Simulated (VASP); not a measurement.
A run of VASP 6.6.1 is set up as follows.

Contents of INCAR:

```
SYSTEM = Al2InN3
PREC = Accurate
ENCUT = 520
EDIFF = 1E-7
ISMEAR = 0
SIGMA = 0.1
LREAL = .FALSE.
LASPH = .TRUE.
NELM = 100
ALGO = Normal
ISIF = 2
LWAVE = .FALSE.
LCHARG = .FALSE.
GGA = PE
NBANDS = 46
```

File KPOINTS:

```
regular mesh
0
G
  4 4 2
  0 0 0
```

The input POSCAR:

```
Al2InN3
1.0
    3.0274760975      0.0000000000      0.0000000000
    0.0000000000      5.2437424196      0.0000000000
    0.0000000000      0.0000000000      7.5186077160
Al In N
4 2 6
Direct
    1.0000000000      0.3333333333      0.6555061716
    0.5000000000      0.8333333333      0.6555061716
    0.5000000000      0.1666666667      0.3444938284
    1.0000000000      0.6666666667      0.3444938284
    0.5000000000      0.5000000000      1.0000000000
    0.0000000000      0.0000000000      0.0000000000
    1.0000000000      0.3333333333      0.1968219867
    0.5000000000      0.8333333333      0.1968219867
    0.5000000000      0.1666666667      0.8031780133
    1.0000000000      0.6666666667      0.8031780133
    0.5000000000      0.5000000000      0.5000000000
    0.0000000000      0.0000000000      0.5000000000
```

Potentials or basis: VASP PAW PBE potentials, release 64 (Al, In_d, N).

Command:

```bash
$ cat potpaw_PBE.64/Al/POTCAR potpaw_PBE.64/In_d/POTCAR potpaw_PBE.64/N/POTCAR > POTCAR
$ mpirun -np 1 vasp_std > vasp.out
```

Task: What does it give for the band gap on the k mesh?

Result: 2.34 eV.

Task: Estimate the largest force.

Result: 0.048 eV/Å.

Task: What does it give for the pressure?

Result: -0.1 GPa.

Forces in eV/Å, atoms in the order of the input:
```
Al   0.000 -0.005  0.006
Al   0.000 -0.005  0.006
Al   0.000  0.005 -0.006
Al   0.000  0.005 -0.006
In   0.000  0.000  0.000
In   0.000  0.000  0.000
N    0.000 -0.004  0.048
N    0.000 -0.004  0.048
N    0.000  0.004 -0.048
N    0.000  0.004 -0.048
N    0.000  0.000  0.000
N    0.000  0.000  0.000
```

Caveat: the k points lie up to 0.52 Å⁻¹ apart; spin-orbit coupling is left out, which moves the levels of the heavy elements. A k mesh can miss the band edges.
